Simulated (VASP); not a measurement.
Write the native input for VASP 6.6.1 that does the following.

* Task: single point
* Functional: LDA
* Potentials or basis: VASP PAW LDA potentials, release 64 (Ca_sv, Sb, P)
* Cutoff: 520 eV
* k mesh: 6 × 6 × 6
* Occupations: gaussian, width 0.05 eV
* Spin: no spin polarisation
* Dipole correction: no
* Further INCAR settings: ALGO = Normal; EDIFF = 1e-07; NBANDS = 28

The structure of Ca3SbP lies in POSCAR:

```
Ca3SbP
1.0
    5.2516179336      0.0000000000      0.0000000000
    0.0000000000      5.2516179336      0.0000000000
    0.0000000000      0.0000000000      5.2516179336
Ca Sb P
3 1 1
Direct
   -0.0028706930      0.5000000000      0.5000000000
    0.4885749495      0.0000000000      0.5000000000
    0.4885749495      0.5000000000      0.0000000000
    0.0087763672      0.0000000000      0.0000000000
    0.4987805006      0.5000000000      0.5000000000
```

The input as run:

INCAR

```
PREC = Accurate
ENCUT = 520
EDIFF = 1E-7
ISMEAR = 0
SIGMA = 0.05
LREAL = F
LASPH = T
NELM = 80
ALGO = Normal
ISIF = 2
LWAVE = F
LCHARG = F
GGA = CA
NBANDS = 28
```

KPOINTS

```
regular mesh
0
Gamma
  6 6 6
```

Potentials or basis: VASP PAW LDA potentials, release 64 (Ca_sv, Sb, P).

Launch:

```sh
$ cat potpaw_LDA.64/Ca_sv/POTCAR potpaw_LDA.64/Sb/POTCAR potpaw_LDA.64/P/POTCAR > POTCAR
$ mpirun -np 1 vasp_std > vasp.out
```

It gave:

| Quantity | Value |
| --- | --- |
| Pressure | 0.2 GPa |
| Largest force | 0.018 eV/Å |
| Band gap on the k mesh | 0.51 eV |

Caveat: semilocal functionals underestimate gaps, and a narrow one can read as zero; spin-orbit coupling is left out, which moves the levels of the heavy elements.

Wall time 93 s on 1 thread of AMD EPYC 9R45 96-Core Processor (Zen 5), with other jobs on the host, peak memory 0.27 GiB.
